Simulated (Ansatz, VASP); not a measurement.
MgO: VASP beside Ansatz

Contents of POSCAR:

```
MgO
1.0
    3.3030142312      0.0000000000      0.0000000000
   -1.6515071156      2.8604942333      0.0000000000
    0.0000000000      0.0000000000      5.0570207851
Mg O
2 2
Direct
    0.3333333333      0.6666666667     -0.0097096405
    0.6666666667      0.3333333333      0.4902903595
    0.3333333333      0.6666666667      0.3847096405
    0.6666666667      0.3333333333      0.8847096405
```

File INCAR.step1:

```
SYSTEM = MgO
ALGO = Normal
EDIFF = 1E-4
ENCUT = 520
GGA = PE
ISMEAR = 0
LASPH = .True.
LCHARG = .False.
LREAL = .False.
LWAVE = .True.
NBANDS = 16
NELM = 60
PREC = Accurate
SIGMA = 0.01
```

INCAR.step2

```
SYSTEM = MgO
ALGO = Normal
EDIFF = 1E-6
ENCUT = 520
ISIF = 2
ISMEAR = 0
ISTART = 1
LASPH = .True.
LCHARG = .True.
LELF = .True.
LMIXTAU = .True.
LREAL = .False.
LVHAR = .True.
LWAVE = .False.
METAGGA = R2SCAN
NBANDS = 16
NELM = 60
PREC = Accurate
SIGMA = 0.01
```

KPOINTS

```
k-points
0
Gamma
  12 12 6
  0 0 0
```

Input for Ansatz:

```yaml
crystal:
  lattice:
    - [3.3030142312, 0.0, 0.0]
    - [-1.6515071156, 2.8604942333, 0.0]
    - [0.0, 0.0, 5.0570207851]
  atoms:
    - { symbol: Mg, position: [0.3333333333, 0.6666666667, -0.0097096405] }
    - { symbol: Mg, position: [0.6666666667, 0.3333333333, 0.4902903595] }
    - { symbol: O, position: [0.3333333333, 0.6666666667, 0.3847096405] }
    - { symbol: O, position: [0.6666666667, 0.3333333333, 0.8847096405] }
kpoints:
  mp_grid: { grid: [12, 12, 6] }
  band_path:
    path:
      - [0.0, 0.0, 0.0]
      - [0.5, 0.0, 0.0]
      - [0.3333333333, 0.3333333333, 0.0]
      - [0.0, 0.0, 0.5]
      - [0.5, 0.0, 0.5]
      - [0.3333333333, 0.3333333333, 0.5]
    npoints: 1
hamiltonian:
  xc: r2scan
scf:
  occupations: { method: fixed }
  n_extra_bands: 5
output:
  forces: true
  stress: true
  eigenvalues: true
```

Change from the starting cell: hydrostatic strain +0.5%.

Alike in both runs: task single point; functional r2SCAN; k mesh 12 × 12 × 6; no spin polarisation.

|  | VASP | Ansatz |
| --- | --- | --- |
| version | VASP 6.6.1 | Ansatz 0.2.0 |
| potentials or method | VASP PAW PBE potentials, release 64 (Mg, O) | plane waves, PAW |
| plane-wave cutoff (eV) | 520 | 500 |
| occupations | gaussian, width 0.01 eV | fixed |
| valence electrons in the cell | 16 | 32 |

Ansatz gave:

- gap on the k mesh at the Fermi level (eV): 4.15
- pressure (GPa): -1.6
- traceless stress, the component that is largest in VASP (GPa): 0.23

Problem. Estimate VASP's values.

Solution. gap on the k mesh at the Fermi level (eV): 4.13; pressure (GPa): -2.2; traceless stress, the component that is largest in VASP (GPa): 0.28.

VASP's potentials were made for PBE, not for r2SCAN. VASP's potentials hold 16 valence electrons a cell and Ansatz's 32, so a difference there can come from the potentials and not from the codes.
